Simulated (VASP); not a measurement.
# Li31Cl32 (a cell with a defect) in VASP: notebook

The runs below take Li31Cl32 (a cell with a defect) through single point, with PBEsol.

All numbers are computed with VASP 6.6.1; they aren't measurements. Logs are shortened: lines on timing, memory, paths and dates and some standing lists are left out, and cuts for length are marked.

## 1. The cell of the first run

The cell holds a defect, 63 atoms: a = 10.133 Å, b = 10.133 Å, c = 10.133 Å, α = 90.00°, β = 90.00°, γ = 90.00°.

## 2. Single point, PBEsol

File INCAR:

```
PREC = Accurate ; ENCUT = 650
EDIFF = 1E-6 ; ISMEAR = -1
SIGMA = 0.05 ; LREAL = Auto
LASPH = T ; NELM = 120
ALGO = Normal ; ISIF = 2
LWAVE = F ; LCHARG = F
GGA = PS ; NBANDS = 196
NELECT = 318.0 ; ISYM = -1
GGA_COMPAT = F
```

File KPOINTS:

```
explicit points
1
Reciprocal
  0.25000000   0.25000000   0.25000000 1
```

File POSCAR:

```
Li31Cl32
1.0
   10.1327090000      0.0000000000      0.0000000000
    0.0000000000     10.1327090000      0.0000000000
    0.0000000000      0.0000000000     10.1327090000
Cl Li
32 31
Direct
    0.2492040000      0.0004130000      0.0003730000
    0.2477030000      0.0004900000      0.5003790000
    0.2476980000      0.5004340000      0.0003920000
    0.2402770000      0.5001770000      0.5004260000
    0.7511690000      0.0005380000      0.0003130000
    0.7526430000      0.0005330000      0.5003480000
    0.7526530000      0.5005620000      0.0003360000
    0.7599200000      0.5007010000      0.5002320000
    0.0001640000      0.2495940000      0.0003030000
    0.0001840000      0.2480060000      0.5002660000
    0.0000740000      0.7514870000      0.0002100000
    0.0001710000      0.7529060000      0.5002040000
    0.5001150000      0.2480560000      0.0004290000
    0.5003370000      0.2406820000      0.5004870000
    0.5000040000      0.7529500000      0.0003530000
    0.5000890000      0.7603210000      0.5004000000
    0.0001800000      0.0006950000      0.2494080000
    0.0001760000      0.0003700000      0.7512960000
    0.0001830000      0.5007250000      0.2477900000
    0.0001410000      0.5003400000      0.7527380000
    0.5001890000      0.0004850000      0.2479960000
    0.5001790000      0.0005730000      0.7529450000
    0.5000990000      0.5005660000      0.2406210000
    0.5002590000      0.5005760000      0.7602270000
    0.2495890000      0.2497720000      0.2496260000
    0.2496070000      0.2496760000      0.7510120000
    0.2494820000      0.7511860000      0.2498900000
    0.2493740000      0.7510370000      0.7511070000
    0.7509390000      0.2499800000      0.2496600000
    0.7509900000      0.2498960000      0.7509840000
    0.7508590000      0.7513150000      0.2495550000
    0.7507500000      0.7512640000      0.7508950000
    0.0003710000      0.0006750000      0.0004590000
    0.0001410000      0.0004410000      0.5004250000
    0.0002540000      0.5006760000      0.0001980000
    0.0000880000      0.5004540000      0.5001470000
    0.5002540000      0.0005700000      0.0005620000
    0.5003290000      0.0005110000      0.5006730000
    0.5001980000      0.5006280000      0.0004400000
    0.2516530000      0.2519550000      0.0003810000
    0.2561520000      0.2555500000      0.5002100000
    0.2513750000      0.7488210000      0.0006450000
    0.2558020000      0.7441380000      0.5007670000
    0.7484820000      0.2522430000      0.0003930000
    0.7447270000      0.2566280000      0.5003860000
    0.7482950000      0.7489660000      0.0001650000
    0.7443330000      0.7451260000      0.5002080000
    0.2517660000      0.0004170000      0.2519920000
    0.2517700000      0.0003040000      0.7487770000
    0.2558250000      0.5005100000      0.2563150000
    0.2561340000      0.5000390000      0.7447030000
    0.7487080000      0.0008380000      0.2518620000
    0.7487070000      0.0007750000      0.7488890000
    0.7442350000      0.5008940000      0.2560230000
    0.7445470000      0.5007300000      0.7443880000
    0.0003730000      0.2527340000      0.2517820000
    0.0005030000      0.2518130000      0.7487580000
    0.0001640000      0.7495160000      0.2516860000
    0.9999600000      0.7486630000      0.7485700000
    0.5002940000      0.2564840000      0.2564750000
    0.5004930000      0.2564330000      0.7448060000
    0.5001470000      0.7450000000      0.2562070000
    0.4999660000      0.7449210000      0.7445930000
```

Potentials or basis: VASP PAW PBE potentials, release 64 (Cl, Li_sv).

Run with:

```bash
$ cat potpaw_PBE.64/Cl/POTCAR potpaw_PBE.64/Li_sv/POTCAR > POTCAR
$ mpirun -np 1 vasp_std > vasp.out
```

OUTCAR:

```text
PREC = Accurate
   ENCUT = 650
   EDIFF = 1E-6
   ISMEAR = -1
   LREAL = Auto
   LASPH = T
   NELM = 120
   ISIF = 2
   GGA = PS
   NELECT = 318.0
   ISYM = -1

 ion  position               nearest neighbor table
   1  0.249  0.000  0.000-  33 2.52  37 2.54  40 2.55  42 2.55  49 2.55  48 2.55
   2  0.248  0.000  0.500-  34 2.51  48 2.52  49 2.52  38 2.56  41 2.59  43 2.60
   3  0.248  0.500  0.000-  35 2.51  42 2.52  40 2.52  39 2.56  51 2.59  50 2.59
   4  0.240  0.500  0.500-  36 2.43  43 2.48  50 2.48  51 2.48  41 2.48
   5  0.751  0.001  0.000-  33 2.53  37 2.54  53 2.55  52 2.55  46 2.55  44 2.55
   6  0.753  0.001  0.500-  34 2.51  52 2.52  53 2.52  38 2.56  47 2.59  45 2.60
   7  0.753  0.501  0.000-  35 2.51  44 2.52  46 2.52  39 2.56  54 2.59  55 2.59
   8  0.760  0.501  0.500-  36 2.43  45 2.48  55 2.48  54 2.48  47 2.48
   9  0.000  0.250  0.000-  33 2.52  35 2.54  56 2.55  40 2.55  57 2.55  44 2.55
  10  0.000  0.248  0.500-  34 2.51  57 2.52  56 2.52  36 2.56  45 2.59  41 2.59
  11  0.000  0.751  0.000-  33 2.52  35 2.54  42 2.55  58 2.55  59 2.55  46 2.55
  12  0.000  0.753  0.500-  34 2.51  59 2.52  58 2.52  36 2.56  43 2.59  47 2.59
  13  0.500  0.248  0.000-  37 2.51  44 2.52  40 2.52  39 2.56  61 2.59  60 2.60
  14  0.500  0.241  0.500-  38 2.43  60 2.48  41 2.48  61 2.48  45 2.48
  15  0.500  0.753  0.000-  37 2.51  46 2.52  42 2.52  39 2.56  63 2.59  62 2.59
  16  0.500  0.760  0.500-  38 2.43  62 2.48  63 2.48  47 2.48  43 2.48
  17  0.000  0.001  0.249-  33 2.52  34 2.54  58 2.55  52 2.55  48 2.55  56 2.55
  18  0.000  0.000  0.751-  33 2.52  34 2.54  57 2.55  53 2.55  49 2.55  59 2.55
  19  0.000  0.501  0.248-  35 2.51  56 2.51  58 2.52  36 2.56  50 2.59  54 2.59
  20  0.000  0.500  0.753-  35 2.51  59 2.52  57 2.52  36 2.56  55 2.59  51 2.60
  21  0.500  0.000  0.248-  37 2.51  48 2.52  52 2.52  38 2.56  62 2.59  60 2.60
  22  0.500  0.001  0.753-  37 2.51  49 2.52  53 2.52  38 2.56  63 2.59  61 2.59
  23  0.500  0.501  0.241-  39 2.43  60 2.48  54 2.48  50 2.48  62 2.48
  24  0.500  0.501  0.760-  39 2.43  51 2.48  61 2.48  55 2.48  63 2.48
  25  0.250  0.250  0.250-  56 2.53  40 2.53  48 2.53  41 2.54  60 2.54  50 2.54
  26  0.250  0.250  0.751-  57 2.52  40 2.53  49 2.53  51 2.54  41 2.54  61 2.54
  27  0.249  0.751  0.250-  48 2.53  42 2.53  58 2.53  62 2.54  50 2.54  43 2.54
  28  0.249  0.751  0.751-  49 2.53  59 2.53  42 2.53  43 2.54  63 2.54  51 2.55
  29  0.751  0.250  0.250-  52 2.52  44 2.53  56 2.53  60 2.54  45 2.54  54 2.54
  30  0.751  0.250  0.751-  53 2.52  44 2.53  57 2.53  61 2.54  45 2.54  55 2.54
[... 31 lines left out ...]
  62  0.500  0.745  0.256-  16 2.48  23 2.48  27 2.54  31 2.54  21 2.59  15 2.59
  63  0.500  0.745  0.745-  16 2.48  24 2.48  28 2.54  32 2.54  22 2.59  15 2.59

IMPORTANT INFORMATION: All symmetrisations will be switched off!
NOSYMM: (Re-)initialisation of all symmetry stuff for point group C_1.

----------------------------------------------------------------------------------------

                                     Primitive cell

  volume of cell :    1040.3434

  direct lattice vectors                    reciprocal lattice vectors
    10.132709000  0.000000000  0.000000000     0.098690291  0.000000000  0.000000000
     0.000000000 10.132709000  0.000000000     0.000000000  0.098690291  0.000000000
     0.000000000  0.000000000 10.132709000     0.000000000  0.000000000  0.098690291

  length of vectors
    10.132709000 10.132709000 10.132709000     0.098690291  0.098690291  0.098690291

  position of ions in fractional coordinates (direct lattice)
     0.249204000  0.000413000  0.000373000
     0.247703000  0.000490000  0.500379000
     0.247698000  0.500434000  0.000392000
     0.240277000  0.500177000  0.500426000
     0.751169000  0.000538000  0.000313000
     0.752643000  0.000533000  0.500348000
[... 55 lines left out ...]
     0.500147000  0.745000000  0.256207000
     0.499966000  0.744921000  0.744593000

  ion indices of the primitive-cell ions
   primitive index   ion index
                 1           1
                 2           2
                 3           3
                 4           4
                 5           5
                 6           6
[... 55 lines left out ...]
                62          62
                63          63

----------------------------------------------------------------------------------------

 KPOINTS: explicit points

Read explicit list of k-points.

 Found      1 k-points:

 Following reciprocal coordinates:
            Coordinates               Weight
  0.250000  0.250000  0.250000      1.000000
   k-points           NKPTS =      1   k-points in BZ     NKDIM =      1   number of bands    NBANDS=    196
   number of dos      NEDOS =    301   number of ions     NIONS =     63
   total plane-waves  NPLWV = 592704
   dimension x,y,z NGX =    84 NGY =   84 NGZ =   84
   dimension x,y,z NGXF=   168 NGYF=  168 NGZF=  168
   ions per type =              32  31
   NGX,Y,Z   is equivalent  to a cutoff of  13.78, 13.78, 13.78 a.u.
   NGXF,Y,Z  is equivalent  to a cutoff of  27.56, 27.56, 27.56 a.u.
 SYSTEM =  unknown system
   PREC   = accura    normal or accurate (medium, high low for compatibility)
   ISTART =      0    job   : 0-new  1-cont  2-samecut
   ICHARG =      2    charge: 1-file 2-atom 10-const
   ISPIN  =      1    spin polarized calculation?
   LNONCOLLINEAR =      F non collinear calculations
   LSORBIT =      F    spin-orbit coupling
   LASPH  =      T    aspherical Exc in radial PAW
   ENCUT  =  650.0 eV  47.77 Ry    6.91 a.u.  21.06 21.06 21.06*2*pi/ulx,y,z
   NELM   =    120;   NELMIN=  2; NELMDL= -5     # of ELM steps
   EDIFF  = 0.1E-05   stopping-criterion for ELM
   LREAL  =      T    real-space projection
   EDIFFG = 0.1E-04   stopping-criterion for IOM
   NSW    =      0    number of steps for IOM
   IBRION =     -1    ionic relax: 0-MD 1-quasi-New 2-CG
   NFREE  =      0    steps in history (QN), initial steepest desc. (CG)
   ISIF   =      2    stress and relaxation
   ISYM   =     -1    0-nonsym 1-usesym 2-fastsym
   POTIM  = 0.5000    time-step for ionic-motion
   TEBEG  =    0.0;   TEEND  =   0.0 temperature during run
   PSTRESS=    0.0 pullay stress
   NELECT =     318.0000    total number of electrons
   NUPDOWN=      -1.0000    fix difference up-down
   EMIN   =  10.00;   EMAX   =-10.00  energy-range for DOS
   EFERMI =   0.00;   METHOD = LEGACY
   ISMEAR =    -1;   SIGMA  =   0.05  broadening in eV -4-tet -1-fermi 0-gaus
   EFERMI_NEDOS =   21; number of points for ismear=-14 and -15
   IALGO  =     38    algorithm
   IMIX   =      4    mixing-type and parameters
     AMIX     =   0.40;   BMIX     =  1.00
     AMIX_MAG =   1.60;   BMIX_MAG =  1.00
  volume/ion in A,a.u.               =      16.51       111.44
  Fermi-wavevector in a.u.,A,eV,Ry     =   1.102787  2.083965 16.546578  1.216139
  Thomas-Fermi vector in A             =   2.239235
   LORBIT       =      0    0 simple, 1 ext, 2 COOP (PROOUT), +10 PAW based schemes
   GGA     = PS    functional components
   LHFCALC =     F    Hartree Fock is set to
   AEXX    =    0.0000 exact exchange contribution
   IVDW    =     0    specifies the selected vdW correction
   LEPSILON=     F    determine dielectric tensor
   LRPA    =     F    only Hartree local field effects (RPA)
 non-spin polarized calculation
  energy-cutoff  :      650.00
  volume of cell :     1040.34
 maximum number of plane-waves:     39213
 NGX is ok and might be reduce to    84
   NGX = 43   NGY = 43   NGZ = 43

 number of electron     317.9999794 magnetization

 Free energy of the ion-electron system (eV)
  ---------------------------------------------------
  ext. energy  EPLUGINS =         0.00000000
  ---------------------------------------------------
  free energy    TOTEN  =      -236.86806884 eV

  energy without entropy =     -236.86806884  energy(sigma->0) =     -236.86806884

 E-fermi :   2.1098     XC(G=0):  -9.0455

 val. band max:        0.7460536728   @ k =   0.2500   0.2500   0.2500
 cond. band min:       7.5581504857   @ k =   0.2500   0.2500   0.2500
 fundamental gap:      6.8120968129
 Fermi energy:         2.1097694672

 k-point     1 :       0.2500    0.2500    0.2500
  band No.  band energies     occupation
      1     -42.1279      2.00000
      2     -42.1274      2.00000
      3     -42.1273      2.00000
      4     -42.1271      2.00000
      5     -42.1268      2.00000
      6     -42.1267      2.00000
[... 163 lines left out ...]
    170       8.5539      0.00000
    171       8.6580      0.00000
 [bands above 171 left out]

------------------------ aborting loop because EDIFF is reached ----------------------------------------

  FORCE on cell =-STRESS in cart. coord.  units (eV):
  Direction    XX          YY          ZZ          XY          YZ          ZX
  --------------------------------------------------------------------------------------
  -------------------------------------------------------------------------------------
  Total        7.0268250      7.0422018      7.0370163     -0.6277455     -0.6311559     -0.6269753
  in kB       10.8216382     10.8453192     10.8373332     -0.9667574     -0.9720095     -0.9655711
  external PRESSURE =      10.8347635 kB  Pullay stress =       0.0000000 kB

 VOLUME and BASIS-vectors are now :
 -----------------------------------------------------------------------------
  energy-cutoff  :      650.00
  volume of cell :     1040.34
      direct lattice vectors                 reciprocal lattice vectors
    10.132709000  0.000000000  0.000000000     0.098690291  0.000000000  0.000000000
     0.000000000 10.132709000  0.000000000     0.000000000  0.098690291  0.000000000
     0.000000000  0.000000000 10.132709000     0.000000000  0.000000000  0.098690291

 POSITION                                       TOTAL-FORCE (eV/Angst)
 -----------------------------------------------------------------------------------
      2.52511      0.00418      0.00378        -0.001650     -0.000098      0.000231
      2.50990      0.00497      5.07019        -0.002943     -0.002741      0.000929
      2.50985      5.07075      0.00397        -0.003892      0.000008     -0.001271
      2.43466      5.06815      5.07067         0.025891      0.000451     -0.000967
      7.61138      0.00545      0.00317        -0.000734      0.000389     -0.000798
      7.62631      0.00540      5.06988         0.003477     -0.000104     -0.000661
[... 55 lines left out ...]
      5.06784      7.54887      2.59607        -0.001078     -0.000525      0.001325
      5.06601      7.54807      7.54474         0.001753     -0.002845      0.000191
 -----------------------------------------------------------------------------------
    total drift:                               -0.003165      0.022774      0.015265

  FREE ENERGIE OF THE ION-ELECTRON SYSTEM (eV)
  ---------------------------------------------------
  free  energy   TOTEN  =      -236.8680688410 eV

  energy  without entropy=     -236.8680688410  energy(sigma->0) =     -236.86806884
```

Wall time 8.7 min (1 thread of Intel Xeon Platinum 8259CL at 2.50GHz (Skylake/Cascade Lake), shared host); peak memory 1.1 GiB.

Results:

```yaml
Free_energy: -236.8681 eV
Largest_force: 0.026 eV/Å
```

Forces on the atoms (eV/Å):
```
Cl  -0.002  0.000  0.000
Cl  -0.003 -0.003  0.001
Cl  -0.004  0.000 -0.001
Cl   0.026  0.000 -0.001
Cl  -0.001  0.000 -0.001
Cl   0.003  0.000 -0.001
Cl   0.001  0.000  0.000
Cl  -0.024 -0.002  0.001
Cl   0.001 -0.001 -0.001
Cl  -0.002 -0.001  0.000
Cl   0.000  0.005  0.001
Cl   0.000  0.004  0.003
Cl   0.001 -0.002 -0.002
Cl  -0.002  0.025 -0.001
Cl   0.002  0.002  0.001
Cl   0.000 -0.026 -0.001
Cl   0.000 -0.002 -0.003
Cl   0.000  0.001  0.001
Cl  -0.001 -0.002 -0.004
Cl  -0.001  0.002  0.004
Cl   0.001  0.001 -0.005
Cl   0.001 -0.004  0.000
Cl   0.000  0.001  0.024
Cl  -0.003 -0.003 -0.026
Cl   0.004  0.005  0.007
Cl   0.005  0.004 -0.004
Cl   0.003 -0.004  0.002
Cl   0.005 -0.005 -0.006
Cl  -0.005  0.005  0.005
Cl  -0.008  0.004 -0.005
Cl  -0.005 -0.002  0.006
Cl  -0.002 -0.005 -0.002
Li  -0.001  0.001  0.001
Li   0.001  0.002  0.000
Li   0.001  0.000  0.002
Li   0.002  0.000  0.002
Li   0.000  0.002  0.001
Li   0.000  0.003  0.000
Li   0.000  0.002  0.002
Li   0.004  0.002  0.000
Li   0.001  0.006  0.003
Li   0.004 -0.001 -0.002
Li   0.002  0.003 -0.004
Li  -0.001  0.000  0.000
Li  -0.002  0.000 -0.002
Li   0.002 -0.002  0.001
Li  -0.001 -0.003 -0.001
Li   0.003  0.001  0.001
Li  -0.001  0.001 -0.001
Li   0.003  0.000  0.002
Li   0.000  0.003 -0.001
Li  -0.002 -0.001  0.001
Li  -0.001 -0.002 -0.002
Li   0.002 -0.003  0.001
Li  -0.002 -0.002  0.000
Li  -0.002 -0.005  0.003
Li  -0.002  0.002 -0.003
Li   0.001 -0.006  0.002
Li   0.002  0.000  0.000
Li   0.000  0.002  0.001
Li  -0.003  0.000  0.000
Li  -0.001 -0.001  0.001
Li   0.002 -0.003  0.000
```

Caveat: the cell carries a net charge on a neutralising background, which shifts energy and pressure; the cell is charged against a uniform background, so pressure and absolute levels hang on convention; the PAW data sets were made with another functional, which shifts forces and pressure a little.

(Continued in part 2 of 2.)
